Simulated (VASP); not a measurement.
Here is a VASP 6.6.1 calculation.

The input INCAR:

```
SYSTEM = LiF
ALGO     = Normal         ! electronic algorithm
EDIFF    = 1E-6           ! SCF threshold, eV
ENCUT    = 520            ! plane-wave cutoff, eV
GGA      = PE             ! functional
ISIF     = 2              ! what is computed and relaxed
ISMEAR   = 0              ! smearing method
LASPH    = .True.         ! aspherical terms in the spheres
LCHARG   = .True.         ! write CHGCAR
LELF     = .True.         ! ELF
LREAL    = .False.        ! projectors in reciprocal space
LVHAR    = .True.       
LWAVE    = .False.        ! write WAVECAR
NBANDS   = 12             ! bands
NELM     = 80             ! most SCF steps
PREC     = Accurate       ! precision mode
SIGMA    = 0.05           ! smearing width, eV
```

File KPOINTS:

```
k-points
0
Gamma
  10 10 10
  0 0 0
```

Contents of POSCAR:

```
LiF
1.0
    0.0000000000      2.0140000000      2.0140000000
    2.0140000000      0.0000000000      2.0140000000
    2.0140000000      2.0140000000      0.0000000000
Li F
1 1
Direct
   -0.0307208755      0.0000000000      0.0000000000
    0.5000000000      0.5000000000      0.5000000000
```

Potentials or basis: VASP PAW PBE potentials, release 64 (Li_sv, F).

Run with:

```bash
$ cat potpaw_PBE.64/Li_sv/POTCAR potpaw_PBE.64/F/POTCAR > POTCAR
$ mpirun -np 1 vasp_std > vasp.out
```

(1) Estimate the largest force.

(2) What does it give for the band gap on the k mesh?

Results:

(1) 0.149 eV/Å.

(2) 9.08 eV, direct.

Caveat: the cell differs from its parent crystal (all Li atoms moved +0.087 Å, as atom 1 towards its neighbour atom 1 (Li) at 2.848 Å).
